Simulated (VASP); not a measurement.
# LiNbP2 (P6_3/mmc) in VASP: relaxation of cell and atoms with PBE

Aim: the relaxation of cell and atoms of LiNbP2 with PBE.

Program: VASP 6.6.1. These are calculated values, not measurements. Logs are shortened: lines on timing, memory, paths and dates and some standing lists are left out, and cuts for length are marked.

## 1. The cell of the first run

The structure is hexagonal, space group P6_3/mmc (No. 194). Conventional cell: a = 3.502 Å, b = 3.502 Å, c = 12.392 Å, α = 90.00°, β = 90.00°, γ = 120.00°. Li (site symmetry -3m) has 6 P at 2.57 Å and 2 Nb at 3.10 Å within 3.4 Å. Nb (site symmetry -6m2) has 6 P at 2.53 Å and 2 Li at 3.10 Å within 3.3 Å. Within 3.3 Å of P (site symmetry 3m) lie 3 Nb at 2.53 Å and 3 Li at 2.57 Å and 1 P at 3.04 Å.

## 2. Relaxation of cell and atoms, PBE

Input file INCAR:

```
SYSTEM = LiNbP2
PREC = Accurate
ENCUT = 600
EDIFF = 1E-7
ISMEAR = 0
SIGMA = 0.1
LREAL = .False.
LASPH = .True.
NELM = 100
ALGO = Normal
ISIF = 3
LWAVE = .False.
LCHARG = .False.
GGA = PE
IBRION = 2
NSW = 100
EDIFFG = -0.01
```

Input file KPOINTS:

```
regular mesh
0
Gamma
  12 12 4
  0 0 0
```

Input file POSCAR:

```
LiNbP2
1.0
    3.5019606222      0.0000000000      0.0000000000
   -1.7509803111      3.0327868618      0.0000000000
    0.0000000000      0.0000000000     12.3919510568
Li Nb P
2 2 4
Direct
    0.0000000000      0.0000000000      0.0000000000
    0.0000000000      0.0000000000      0.5000000000
    0.0000000000      0.0000000000      0.2500000000
    0.0000000000      0.0000000000      0.7500000000
    0.3333333333      0.6666666667      0.8725589243
    0.6666666667      0.3333333333      0.1274410757
    0.6666666667      0.3333333333      0.3725589243
    0.3333333333      0.6666666667      0.6274410757
```

Potentials or basis: VASP PAW PBE potentials, release 64 (Li_sv, Nb_sv, P).

Command:

```
> cat potpaw_PBE.64/Li_sv/POTCAR potpaw_PBE.64/Nb_sv/POTCAR potpaw_PBE.64/P/POTCAR > POTCAR
> mpirun -np 1 vasp_std > vasp.out
```

OUTCAR:

```text
SYSTEM = LiNbP2
   PREC = Accurate
   ENCUT = 600
   EDIFF = 1E-7
   ISMEAR = 0
   LREAL = .False.
   LASPH = .True.
   NELM = 100
   ISIF = 3
   GGA = PE
   IBRION = 2
   NSW = 100
   EDIFFG = -0.01

 ion  position               nearest neighbor table
   1  0.000  0.000  0.000-   5 2.57   6 2.57   5 2.57   6 2.57   6 2.57   5 2.57
   2  0.000  0.000  0.500-   7 2.57   8 2.57   8 2.57   7 2.57   7 2.57   8 2.57
   3  0.000  0.000  0.250-   6 2.53   7 2.53   6 2.53   7 2.53   6 2.53   7 2.53
   4  0.000  0.000  0.750-   5 2.53   8 2.53   5 2.53   8 2.53   5 2.53   8 2.53
   5  0.333  0.667  0.873-   4 2.53   4 2.53   4 2.53   1 2.57   1 2.57   1 2.57
   6  0.667  0.333  0.127-   3 2.53   3 2.53   3 2.53   1 2.57   1 2.57   1 2.57
   7  0.667  0.333  0.373-   3 2.53   3 2.53   3 2.53   2 2.57   2 2.57   2 2.57
   8  0.333  0.667  0.627-   4 2.53   4 2.53   4 2.53   2 2.57   2 2.57   2 2.57

  LATTYP: Found a hexagonal cell.
 ALAT       =     3.5019606222
 C/A-ratio  =     3.5385752136

  Lattice vectors:

 A1 = (   3.5019606222,   0.0000000000,   0.0000000000)
 A2 = (  -1.7509803111,   3.0327868618,   0.0000000000)
 A3 = (   0.0000000000,   0.0000000000,  12.3919510568)

Analysis of symmetry for initial positions (statically):
=====================================================================
 Subroutine PRICEL returns:
 Original cell was already a primitive cell.

 Routine SETGRP: Setting up the symmetry group for a
 hexagonal supercell.

 Subroutine GETGRP returns: Found 24 space group operations
 (whereof 12 operations were pure point group operations)
 out of a pool of 24 trial point group operations.

The static configuration has the point symmetry D_3d.
 The point group associated with its full space group is D_6h.

Analysis of symmetry for dynamics (positions and initial velocities):
=====================================================================
 Subroutine PRICEL returns:
 Original cell was already a primitive cell.

 Routine SETGRP: Setting up the symmetry group for a
 hexagonal supercell.

 Subroutine GETGRP returns: Found 24 space group operations
 (whereof 12 operations were pure point group operations)
 out of a pool of 24 trial point group operations.

The dynamic configuration has the point symmetry D_3d.
 The point group associated with its full space group is D_6h.

 Subroutine INISYM returns: Found 24 space group operations
 (whereof 12 operations are pure point group operations),
 and found     1 'primitive' translations

----------------------------------------------------------------------------------------

                                     Primitive cell

  volume of cell :     131.6112

  direct lattice vectors                    reciprocal lattice vectors
     3.501960622  0.000000000  0.000000000     0.285554325  0.164864866  0.000000000
    -1.750980311  3.032786862  0.000000000     0.000000000  0.329729732  0.000000000
     0.000000000  0.000000000 12.391951057     0.000000000  0.000000000  0.080697543

  length of vectors
     3.501960622  3.501960622 12.391951057     0.329729732  0.329729732  0.080697543

  position of ions in fractional coordinates (direct lattice)
     0.000000000  0.000000000  0.000000000
     0.000000000  0.000000000  0.500000000
     0.000000000  0.000000000  0.250000000
     0.000000000  0.000000000  0.750000000
     0.333333333  0.666666667  0.872558924
     0.666666667  0.333333333  0.127441076
     0.666666667  0.333333333  0.372558924
     0.333333333  0.666666667  0.627441076

  ion indices of the primitive-cell ions
   primitive index   ion index
                 1           1
                 2           2
                 3           3
                 4           4
                 5           5
                 6           6
                 7           7
                 8           8

----------------------------------------------------------------------------------------

 KPOINTS: regular mesh

Automatic generation of k-mesh.
 Grid dimensions read from file:
 generate k-points for:   12   12    4

 Generating k-lattice:

  Cartesian coordinates                     Fractional coordinates (reciprocal lattice)
     0.023796194  0.013738739  0.000000000     0.083333333  0.000000000  0.000000000
     0.000000000  0.027477478  0.000000000     0.000000000  0.083333333  0.000000000
     0.000000000  0.000000000  0.020174386     0.000000000  0.000000000  0.250000000

  Length of vectors
     0.027477478  0.027477478  0.020174386

  Shift w.r.t. Gamma in fractional coordinates (k-lattice)
     0.000000000  0.000000000  0.000000000

 Subroutine IBZKPT returns following result:
 ===========================================

 Found     57 irreducible k-points:

 Following reciprocal coordinates:
            Coordinates               Weight
  0.000000  0.000000  0.000000      1.000000
  0.083333  0.000000  0.000000      6.000000
  0.166667 -0.000000  0.000000      6.000000
  0.250000 -0.000000  0.000000      6.000000
  0.333333 -0.000000  0.000000      6.000000
  0.416667 -0.000000  0.000000      6.000000
[... 16 lines left out ...]
  0.250000 -0.000000  0.250000     12.000000
  0.333333 -0.000000  0.250000     12.000000
 [... further k-points ...]
   k-points           NKPTS =     57   k-points in BZ     NKDIM =     57   number of bands    NBANDS=     31
   number of dos      NEDOS =    301   number of ions     NIONS =      8
   total plane-waves  NPLWV =  78400
   dimension x,y,z NGX =    28 NGY =   28 NGZ =  100
   dimension x,y,z NGXF=    56 NGYF=   56 NGZF=  200
   ions per type =               2   2   4
   NGX,Y,Z   is equivalent  to a cutoff of  13.29, 13.29, 13.42 a.u.
   NGXF,Y,Z  is equivalent  to a cutoff of  26.58, 26.58, 26.83 a.u.
 SYSTEM =  LiNbP2
   PREC   = accura    normal or accurate (medium, high low for compatibility)
   ISTART =      0    job   : 0-new  1-cont  2-samecut
   ICHARG =      2    charge: 1-file 2-atom 10-const
   ISPIN  =      1    spin polarized calculation?
   LNONCOLLINEAR =      F non collinear calculations
   LSORBIT =      F    spin-orbit coupling
   LASPH  =      T    aspherical Exc in radial PAW
   ENCUT  =  600.0 eV  44.10 Ry    6.64 a.u.   6.99  6.99 24.75*2*pi/ulx,y,z
   NELM   =    100;   NELMIN=  2; NELMDL= -5     # of ELM steps
   EDIFF  = 0.1E-06   stopping-criterion for ELM
   LREAL  =      F    real-space projection
   EDIFFG = -.1E-01   stopping-criterion for IOM
   NSW    =    100    number of steps for IOM
   IBRION =      2    ionic relax: 0-MD 1-quasi-New 2-CG
   NFREE  =      1    steps in history (QN), initial steepest desc. (CG)
   ISIF   =      3    stress and relaxation
   ISYM   =      2    0-nonsym 1-usesym 2-fastsym
   POTIM  = 0.5000    time-step for ionic-motion
   TEBEG  =    0.0;   TEEND  =   0.0 temperature during run
   PSTRESS=    0.0 pullay stress
   NELECT =      52.0000    total number of electrons
   NUPDOWN=      -1.0000    fix difference up-down
   EMIN   =  10.00;   EMAX   =-10.00  energy-range for DOS
   EFERMI =   0.00;   METHOD = LEGACY
   ISMEAR =     0;   SIGMA  =   0.10  broadening in eV -4-tet -1-fermi 0-gaus
   EFERMI_NEDOS =   21; number of points for ismear=-14 and -15
   IALGO  =     38    algorithm
   IMIX   =      4    mixing-type and parameters
     AMIX     =   0.40;   BMIX     =  1.00
     AMIX_MAG =   1.60;   BMIX_MAG =  1.00
  volume/ion in A,a.u.               =      16.45       111.02
  Fermi-wavevector in a.u.,A,eV,Ry     =   1.201282  2.270094 19.634277  1.443079
  Thomas-Fermi vector in A             =   2.337095
   LORBIT       =      0    0 simple, 1 ext, 2 COOP (PROOUT), +10 PAW based schemes
   GGA     = PE    functional components
   LHFCALC =     F    Hartree Fock is set to
   AEXX    =    0.0000 exact exchange contribution
   IVDW    =     0    specifies the selected vdW correction
   LEPSILON=     F    determine dielectric tensor
   LRPA    =     F    only Hartree local field effects (RPA)
 conjugate gradient relaxation of ions
 non-spin polarized calculation
 Gauss-broadening in eV      SIGMA  =   0.10
  energy-cutoff  :      600.00
  volume of cell :      131.61
 maximum number of plane-waves:      4421
 NGX is ok and might be reduce to    28
   NGX = 13   NGY = 13   NGZ = 49

--------------------------------------- Ionic step        1  -------------------------------------------

 number of electron      52.0000014 magnetization

 Free energy of the ion-electron system (eV)
  ---------------------------------------------------
  ext. energy  EPLUGINS =         0.00000000
  ---------------------------------------------------
  free energy    TOTEN  =       -50.48015693 eV

  energy without entropy =      -50.45731521  energy(sigma->0) =      -50.46873607

------------------------ aborting loop because EDIFF is reached ----------------------------------------

  FORCE on cell =-STRESS in cart. coord.  units (eV):
  Direction    XX          YY          ZZ          XY          YZ          ZX
  --------------------------------------------------------------------------------------
  -------------------------------------------------------------------------------------
  Total       -0.1371624     -0.1371624     -0.5817714      0.0000000      0.0000000      0.0000000
  in kB       -1.6697551     -1.6697551     -7.0822312      0.0000000      0.0000000      0.0000000
  external PRESSURE =      -3.4739138 kB  Pullay stress =       0.0000000 kB
[... 237 lines left out ...]
  energy  without entropy=      -50.4593940404  energy(sigma->0) =      -50.47058320

--------------------------------------- Ionic step        7  -------------------------------------------

 number of electron      52.0000007 magnetization

 Free energy of the ion-electron system (eV)
  ---------------------------------------------------
  ext. energy  EPLUGINS =         0.00000000
  ---------------------------------------------------
  free energy    TOTEN  =       -50.48183070 eV

  energy without entropy =      -50.45951425  energy(sigma->0) =      -50.47067247

 E-fermi :   6.7600     XC(G=0): -10.5245

 val. band max:        6.7548412125   @ k =   0.2500   0.1667   0.5000
 cond. band min:       6.7895809103   @ k =   0.3333  -0.0000   0.0000
 fundamental gap:      0.0347396978
 Fermi energy:         6.7599537314

 k-point     1 :       0.0000    0.0000    0.0000
  band No.  band energies     occupation
      1     -48.0243      2.00000
      2     -48.0243      2.00000
      3     -38.3211      2.00000
      4     -38.3210      2.00000
      5     -24.1023      2.00000
      6     -24.1021      2.00000
[... 805 lines left out ...]
     30       9.4137      0.00000
     31       9.5446      0.00000

 [... further k-points ...]

------------------------ aborting loop because EDIFF is reached ----------------------------------------

  FORCE on cell =-STRESS in cart. coord.  units (eV):
  Direction    XX          YY          ZZ          XY          YZ          ZX
  --------------------------------------------------------------------------------------
  -------------------------------------------------------------------------------------
  Total       -0.0301152     -0.0301152     -0.0091586      0.0000000      0.0000000     -0.0000000
  in kB       -0.3681248     -0.3681248     -0.1119531      0.0000000      0.0000000     -0.0000000
  external PRESSURE =      -0.2827342 kB  Pullay stress =       0.0000000 kB
[... 23 lines left out ...]
  FREE ENERGIE OF THE ION-ELECTRON SYSTEM (eV)
  ---------------------------------------------------
  free  energy   TOTEN  =       -50.4818306952 eV

  energy  without entropy=      -50.4595142456  energy(sigma->0) =      -50.47067247

 reached required accuracy - stopping structural energy minimisation
```

Wall time 16 min (1 thread of AMD EPYC 7R13 (Zen 3), shared host); peak memory 0.41 GiB.

Results:

```yaml
Free_energy: -50.4818 eV
Relaxed_volume: 16.38 Å³/atom
Relaxed_cell: a = 3.506 Å, b = 3.506 Å, c = 12.310 Å, α = 90.00°, β = 90.00°, γ = 120.00°
Space_group_after_relaxing_to_0.05_Å: P6_3/mmc (No. 194)
Energy_gained_by_relaxing: 0.2 meV/atom
Ionic_steps: 7
Pressure_after_relaxing: 0.0 GPa
Largest_force_after_relaxing: 0.009 eV/Å
Band_gap_on_the_k_mesh: zero (band 26 reaches 7.35 eV, above the bottom of band 27 at 6.70 eV)
```

Forces in eV/Å, atoms in the order of the input:
```
Li   0.000  0.000  0.000
Li   0.000  0.000  0.000
Nb   0.000  0.000  0.000
Nb   0.000  0.000  0.000
P    0.000  0.000  0.009
P    0.000  0.000 -0.009
P    0.000  0.000  0.009
P    0.000  0.000 -0.009
```

Step by step:
```
step  energy change (eV)  largest force (eV/Å)  pressure (GPa)  volume (Å³)
   1              0.0000                0.0249           -0.35       131.61
   2             -0.0008                0.0476            0.26       130.93
   3             -0.0009                0.0283            0.10       131.11
   4             -0.0014                0.0232            0.05       131.12
   5             -0.0016                0.0135           -0.05       131.13
   6             -0.0016                0.0157           -0.02       131.13
   7             -0.0017                0.0086           -0.03       131.07
```

Final structure:
```
CELL_PARAMETERS angstrom
3.50634 0.00000 0.00000
-1.75317 3.03658 0.00000
0.00000 0.00000 12.31015
ATOMIC_POSITIONS crystal
Li 0.00000 0.00000 0.00000
Li 0.00000 0.00000 0.50000
Nb 0.00000 0.00000 0.25000
Nb 0.00000 0.00000 0.75000
P 0.33333 0.66667 0.87276
P 0.66667 0.33333 0.12724
P 0.66667 0.33333 0.37276
P 0.33333 0.66667 0.62724
```

Levels at points of the mesh, in eV from the Fermi level:
| k point | band 23 | band 24 | band 25 | band 26 | band 27 | band 28 | band 29 | band 30 |
| --- | --- | --- | --- | --- | --- | --- | --- | --- |
| (0.00, 0.00, 0.00) | -0.80 | -0.76 | -0.76 | 0.59 | 1.25 | 2.03 | 3.19 | 3.19 |
| (0.50, 0.00, 0.00) | -1.76 | -0.67 | -0.46 | -0.19 | 0.18 | 0.34 | 2.43 | 2.63 |
| (0.00, 0.00, 0.50) | -0.78 | -0.78 | -0.54 | -0.54 | 1.83 | 1.83 | 3.33 | 3.33 |
| (0.50, 0.00, 0.50) | -1.04 | -1.04 | -0.42 | -0.42 | 0.23 | 0.23 | 2.50 | 2.50 |

Caveat: the cutoff is under 1.25 times the usual one of these potentials, so pressure, stress and relaxed cells hold a basis-set (Pulay) error.
